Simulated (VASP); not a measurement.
Set up this calculation in VASP 6.6.1, as the native input.

```yaml
Task: electric field gradients
Functional: PBEsol
Potentials_or_basis: VASP PAW PBE potentials, release 64 (Mg, I)
Cutoff: 520 eV
k_mesh: 7 × 7 × 4
Occupations: fermi-dirac, width 0.03 eV
Spin: no spin polarisation
Dipole_correction: no
Further_INCAR_settings: ALGO = Normal; EDIFF = 1e-08; NBANDS = 15
```

The structure of MgI2 lies in POSCAR:

```
MgI2
1.0
    4.1398080440      0.0000000000      0.0000000000
   -2.0699040220      3.5851789328      0.0000000000
    0.0000000000      0.0000000000      6.8390499958
Mg I
1 2
Direct
    0.0000000000      0.0000000000      0.0000000000
    0.3333333333      0.6666666667      0.7576300000
    0.6666666667      0.3333333333      0.2423700000
```

These files were run (other wordings do the same):

INCAR

```
SYSTEM = MgI2
PREC = Accurate ; ENCUT = 520
EDIFF = 1E-8 ; ISMEAR = -1
SIGMA = 0.03 ; LREAL = .False.
LASPH = .True. ; NELM = 80
ALGO = Normal ; ISIF = 2
LWAVE = .False. ; LCHARG = .False.
GGA = PS ; LEFG = .True.
NBANDS = 15
```

KPOINTS

```
Automatic mesh
0
Gamma
  7 7 4
  0 0 0
```

Potentials or basis: VASP PAW PBE potentials, release 64 (Mg, I).

The run is started by

```bash
$ cat potpaw_PBE.64/Mg/POTCAR potpaw_PBE.64/I/POTCAR > POTCAR
$ mpirun -np 1 vasp_std > vasp.out
```

It gave:

* Pressure: 0.1 GPa
* Largest force: 0.010 eV/Å
* Band gap on the k mesh: 3.47 eV (least direct gap 3.61 eV)
* Largest electric field gradient by atom: Mg +0.3; I -49.0 V/Å²

Caveat: without QUAD_EFG the Cq values of the log hold for a quadrupole moment of 1 mb, not for the nuclei; the PAW data sets were made with another functional, which shifts forces and pressure a little; spin-orbit coupling is left out, which moves the levels of the heavy elements; an odd mesh through Γ misses points on the zone boundary, where band edges can lie; this functional lacks dispersion, which binds the layers, so the pressure and a relaxed spacing across them are unreliable.

Wall time 69 s on 1 thread of Intel Xeon 8259CL, on a shared host, peak memory 0.24 GiB.
